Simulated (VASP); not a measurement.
A run of VASP 6.6.1 is set up as follows.

Contents of INCAR:

```
SYSTEM = MgO
  PREC = Accurate
  ENCUT = 520
  EDIFF = 1E-8
  ISMEAR = -1
  SIGMA = 0.02
  LREAL = .FALSE.
  LASPH = .TRUE.
  NELM = 120
  ALGO = Normal
  ISIF = 2
  LWAVE = .FALSE.
  LCHARG = .FALSE.
  GGA = PS
  LEFG = .TRUE.
  NBANDS = 11
  GGA_COMPAT = .FALSE.
```

Contents of KPOINTS:

```
Automatic mesh
0
G
  13 13 13
  0 0 0
```

File POSCAR:

```
MgO
1.0
    0.0000000000      2.0185000000      2.0185000000
    2.0185000000      0.0000000000      2.0185000000
    2.0185000000      2.0185000000      0.0000000000
Mg O
1 1
Direct
    0.0000000000      0.0000000000      0.0000000000
    0.5000000000      0.5000000000      0.5000000000
```

Potentials or basis: VASP PAW PBE potentials, release 64 (Mg, O).

Run with:

```bash
$ cat potpaw_PBE.64/Mg/POTCAR potpaw_PBE.64/O/POTCAR > POTCAR
$ mpirun -np 1 vasp_std > vasp.out
```

Task: What does it give for the band gap on the k mesh?

Result: 5.97 eV.

Task: Predict the pressure.

Result: 26.3 GPa.

Caveat: the cell stands under pressure; the PAW data sets were made with another functional, which shifts forces and pressure a little; an odd mesh through Γ misses points on the zone boundary, where band edges can lie.
